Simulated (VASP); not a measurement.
# CoSi2 (l.f) (Fm-3m) in VASP: single point with LDA

Aim: the single point of CoSi2 (l.f) with LDA.

Everything below comes from runs of VASP 6.6.1. Logs are shortened: lines on timing, memory, paths and dates and some standing lists are left out, and cuts for length are marked.

## Step 1: The cell of the first run

Symmetry: Fm-3m, No. 225, cubic system. Conventional cell: a = 5.320 Å, b = 5.320 Å, c = 5.320 Å, α = 90.00°, β = 90.00°, γ = 90.00°. Within 3.0 Å of Co (site symmetry m-3m) lie 8 Si at 2.30 Å. Within 3.0 Å of Si (site symmetry -43m) lie 4 Co at 2.30 Å and 6 Si at 2.66 Å.

## Step 2: Single point, LDA

The input, INCAR:

```
ALGO = Normal ; EDIFF = 1E-6
ENCUT = 600 ; GGA = CA
GGA_COMPAT = F ; ISIF = 2
ISMEAR = 0 ; LASPH = T
LCHARG = F ; LREAL = F
LWAVE = F ; NBANDS = 16
NELM = 120 ; PREC = Accurate
SIGMA = 0.1
```

The input, KPOINTS:

```
k-points
0
Gamma
  6 6 6
```

The input, POSCAR:

```
CoSi2
1.0
    0.0000000000      2.6600000000      2.6600000000
    2.6600000000      0.0000000000      2.6600000000
    2.6600000000      2.6600000000      0.0000000000
Co Si
1 2
Direct
    0.0000000000      0.0000000000      0.0000000000
    0.2500000000      0.2500000000      0.2500000000
    0.7500000000      0.7500000000      0.7500000000
```

Potentials or basis: VASP PAW LDA potentials, release 64 (Co, Si).

On the command line:

```sh
cat potpaw_LDA.64/Co/POTCAR potpaw_LDA.64/Si/POTCAR > POTCAR
mpirun -np 1 vasp_std > vasp.out
```

OUTCAR:

```text
EDIFF = 1E-6
   ENCUT = 600
   GGA = CA
   ISIF = 2
   ISMEAR = 0
   LASPH = T
   LREAL = F
   NELM = 120
   PREC = Accurate

 ion  position               nearest neighbor table
   1  0.000  0.000  0.000-   3 2.30   3 2.30   3 2.30   2 2.30   3 2.30   2 2.30   2 2.30   2 2.30

   2  0.250  0.250  0.250-   1 2.30   1 2.30   1 2.30   1 2.30   3 2.66   3 2.66   3 2.66   3 2.66
                             3 2.66   3 2.66
   3  0.750  0.750  0.750-   1 2.30   1 2.30   1 2.30   1 2.30   2 2.66   2 2.66   2 2.66   2 2.66
                             2 2.66   2 2.66

  LATTYP: Found a face centered cubic cell.
 ALAT       =     5.3200000000

  Lattice vectors:

 A1 = (   0.0000000000,   2.6600000000,   2.6600000000)
 A2 = (   2.6600000000,   0.0000000000,   2.6600000000)
 A3 = (   2.6600000000,   2.6600000000,   0.0000000000)

Analysis of symmetry for initial positions (statically):
=====================================================================
 Subroutine PRICEL returns:
 Original cell was already a primitive cell.

 Routine SETGRP: Setting up the symmetry group for a
 face centered cubic supercell.

 Subroutine GETGRP returns: Found 48 space group operations
 (whereof 48 operations were pure point group operations)
 out of a pool of 48 trial point group operations.

The static configuration has the point symmetry O_h .

Analysis of symmetry for dynamics (positions and initial velocities):
=====================================================================
 Subroutine PRICEL returns:
 Original cell was already a primitive cell.

 Routine SETGRP: Setting up the symmetry group for a
 face centered cubic supercell.

 Subroutine GETGRP returns: Found 48 space group operations
 (whereof 48 operations were pure point group operations)
 out of a pool of 48 trial point group operations.

The dynamic configuration has the point symmetry O_h .

 Subroutine INISYM returns: Found 48 space group operations
 (whereof 48 operations are pure point group operations),
 and found     1 'primitive' translations

----------------------------------------------------------------------------------------

                                     Primitive cell

  volume of cell :      37.6422

  direct lattice vectors                    reciprocal lattice vectors
     0.000000000  2.660000000  2.660000000    -0.187969925  0.187969925  0.187969925
[... 72 lines left out ...]
   ICHARG =      2    charge: 1-file 2-atom 10-const
   ISPIN  =      1    spin polarized calculation?
   LNONCOLLINEAR =      F non collinear calculations
   LSORBIT =      F    spin-orbit coupling
   LASPH  =      T    aspherical Exc in radial PAW
   ENCUT  =  600.0 eV  44.10 Ry    6.64 a.u.   7.51  7.51  7.51*2*pi/ulx,y,z
   NELM   =    120;   NELMIN=  2; NELMDL= -5     # of ELM steps
   EDIFF  = 0.1E-05   stopping-criterion for ELM
   LREAL  =      F    real-space projection
[... 7 lines left out ...]
   TEBEG  =    0.0;   TEEND  =   0.0 temperature during run
   PSTRESS=    0.0 pullay stress
   NELECT =      17.0000    total number of electrons
   NUPDOWN=      -1.0000    fix difference up-down
   EMIN   =  10.00;   EMAX   =-10.00  energy-range for DOS
   EFERMI =   0.00;   METHOD = LEGACY
   ISMEAR =     0;   SIGMA  =   0.10  broadening in eV -4-tet -1-fermi 0-gaus
   EFERMI_NEDOS =   21; number of points for ismear=-14 and -15
   IALGO  =     38    algorithm
   IMIX   =      4    mixing-type and parameters
     AMIX     =   0.40;   BMIX     =  1.00
     AMIX_MAG =   1.60;   BMIX_MAG =  1.00
  volume/ion in A,a.u.               =      12.55        84.67
  Fermi-wavevector in a.u.,A,eV,Ry     =   1.256029  2.373550 21.464655  1.577608
  Thomas-Fermi vector in A             =   2.389756
   LORBIT       =      0    0 simple, 1 ext, 2 COOP (PROOUT), +10 PAW based schemes
   GGA     = CA    functional components
   LHFCALC =     F    Hartree Fock is set to
   AEXX    =    0.0000 exact exchange contribution
   IVDW    =     0    specifies the selected vdW correction
   LEPSILON=     F    determine dielectric tensor
   LRPA    =     F    only Hartree local field effects (RPA)
 non-spin polarized calculation
 Gauss-broadening in eV      SIGMA  =   0.10
  energy-cutoff  :      600.00
  volume of cell :       37.64
 maximum number of plane-waves:      1278
   NGX = 15   NGY = 15   NGZ = 15

 number of electron      17.0000002 magnetization

 Free energy of the ion-electron system (eV)
  ---------------------------------------------------
  ext. energy  EPLUGINS =         0.00000000
  ---------------------------------------------------
  free energy    TOTEN  =       -21.91102074 eV

  energy without entropy =      -21.90215810  energy(sigma->0) =      -21.90658942

 E-fermi :  10.4146     XC(G=0): -12.0014

 val. band max:       10.0159247133   @ k =  -0.1667   0.1667   0.0000
 cond. band min:      10.4324836532   @ k =  -0.3333   0.1667   0.0000
 fundamental gap:      0.4165589399
 Fermi energy:        10.4145910552

 k-point     1 :       0.0000    0.0000    0.0000
  band No.  band energies     occupation
      1      -2.9583      2.00000
      2       6.0896      2.00000
      3       6.0896      2.00000
      4       6.0896      2.00000
      5       8.2983      2.00000
      6       8.2983      2.00000
[... 281 lines left out ...]
      3       3.5237      2.00000
      4       5.0466      2.00000
      5       7.4786      2.00000
      6       8.1085      2.00000
[... 8 lines left out ...]
     15      21.2147      0.00000
     16      22.2314      0.00000

------------------------ aborting loop because EDIFF is reached ----------------------------------------

  FORCE on cell =-STRESS in cart. coord.  units (eV):
  Direction    XX          YY          ZZ          XY          YZ          ZX
  --------------------------------------------------------------------------------------
  -------------------------------------------------------------------------------------
  Total       -1.1306962     -1.1306962     -1.1306962     -0.0000000      0.0000000     -0.0000000
  in kB      -48.1262050    -48.1262050    -48.1262050     -0.0000000      0.0000000     -0.0000000
  external PRESSURE =     -48.1262050 kB  Pullay stress =       0.0000000 kB

 VOLUME and BASIS-vectors are now :
 -----------------------------------------------------------------------------
  energy-cutoff  :      600.00
  volume of cell :       37.64
      direct lattice vectors                 reciprocal lattice vectors
     0.000000000  2.660000000  2.660000000    -0.187969925  0.187969925  0.187969925
     2.660000000  0.000000000  2.660000000     0.187969925 -0.187969925  0.187969925
     2.660000000  2.660000000  0.000000000     0.187969925  0.187969925 -0.187969925

 POSITION                                       TOTAL-FORCE (eV/Angst)
 -----------------------------------------------------------------------------------
      0.00000      0.00000      0.00000        -0.000000     -0.000000     -0.000000
      1.33000      1.33000      1.33000        -0.000000     -0.000000     -0.000000
      3.99000      3.99000      3.99000         0.000000      0.000000      0.000000
 -----------------------------------------------------------------------------------
    total drift:                                0.000000     -0.000000     -0.000000

  FREE ENERGIE OF THE ION-ELECTRON SYSTEM (eV)
  ---------------------------------------------------
  free  energy   TOTEN  =       -21.9110207372 eV

  energy  without entropy=      -21.9021580961  energy(sigma->0) =      -21.90658942
```

OSZICAR:

```text
N       E                     dE             d eps       ncg     rms          rms(c)
DAV:   1     0.668314422120E+02    0.66831E+02   -0.76013E+03   512   0.117E+03
DAV:   2    -0.194155092993E+02   -0.86247E+02   -0.76780E+02   560   0.220E+02
DAV:   3    -0.232520443582E+02   -0.38365E+01   -0.37658E+01   696   0.517E+01
DAV:   4    -0.233184339944E+02   -0.66390E-01   -0.66353E-01   584   0.639E+00
DAV:   5    -0.233207318950E+02   -0.22979E-02   -0.22977E-02   696   0.125E+00    0.143E+01
DAV:   6    -0.262551083165E+02   -0.29344E+01   -0.21237E+01   528   0.984E+01    0.164E+01
DAV:   7    -0.219760989735E+02    0.42790E+01   -0.93517E+00   632   0.775E+01    0.348E+00
DAV:   8    -0.219434170117E+02    0.32682E-01   -0.60509E-01   560   0.477E+00    0.179E+00
DAV:   9    -0.219113311186E+02    0.32086E-01   -0.73595E-02   648   0.519E+00    0.446E-01
DAV:  10    -0.219110650257E+02    0.26609E-03   -0.47596E-03   672   0.858E-01    0.831E-02
DAV:  11    -0.219110209414E+02    0.44084E-04   -0.35876E-04   712   0.318E-01    0.358E-02
DAV:  12    -0.219110209558E+02   -0.14396E-07   -0.15966E-05   736   0.499E-02    0.978E-03
DAV:  13    -0.219110207372E+02    0.21866E-06   -0.91444E-07   408   0.113E-02
   1 F= -.21911021E+02 E0= -.21906589E+02  d E =-.886264E-02
```

stdout:

```text
POSCAR found type information on POSCAR CoSi
 POSCAR found :  2 types and       3 ions
 scaLAPACK will be used
 LDA part: xc-table for (Slater(with rela. corr.)+CA(PZ))
 , standard interpolation
 POSCAR, INCAR and KPOINTS ok, starting setup
 FFT: planning ... GRIDC
 FFT: planning ... GRID_SOFT
 FFT: planning ... GRID
 WAVECAR not read
 entering main loop
```

Wall time 13 s (1 thread of Intel Xeon 6975P-C, shared host); peak memory 0.15 GiB.

What came out:

```
Free energy : -21.9110 eV
Pressure    : -4.8 GPa
```

Levels at points of the mesh, in eV from the Fermi level:
| k point | band 7 | band 8 | band 9 | band 10 | band 11 | band 12 |
| --- | --- | --- | --- | --- | --- | --- |
| (0.00, 0.00, 0.00) | 0.73 | 3.33 | 3.33 | 3.33 | 3.35 | 3.35 |
| (0.50, 0.00, 0.00) | -1.84 | -0.60 | -0.60 | 2.55 | 3.34 | 3.34 |
| (0.50, 0.50, 0.00) | -2.20 | -2.12 | -1.52 | 1.48 | 2.79 | 8.49 |

Spin polarisation is off, so any magnetic state and its effect on volume and gap are missing.
